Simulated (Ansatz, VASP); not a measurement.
**BAs: VASP beside Ansatz**

```
B As
1.0
     0.00000    2.39187    2.39187
     2.39187    0.00000    2.39187
     2.39187    2.39187    0.00000
B As
1 1
Direct
  0.00000 0.00000 0.00000
  0.25000 0.25000 0.25000
```

Alike in both runs: task single point; functional PBE; k mesh 6 × 6 × 6; occupations gaussian, width 0.001 eV; no spin polarisation.

```csv
,VASP,Ansatz
version,VASP 6.6.1,Ansatz 0.2.0
potentials or method,"VASP PAW PBE potentials, release 64 (B, As)",plane waves
plane-wave cutoff (eV),500,420
valence electrons in the cell,8,18
```

```csv
,VASP,Ansatz,Ansatz less VASP
gap on the k mesh at the Fermi level (eV),1.28,1.28,+0.008
pressure (GPa),2.9,2.2,-0.65
```

With one functional, cell and mesh, what is left measures potentials, basis and numerics. VASP's potentials hold 8 valence electrons a cell and Ansatz's 18, so a difference there can come from the potentials and not from the codes.
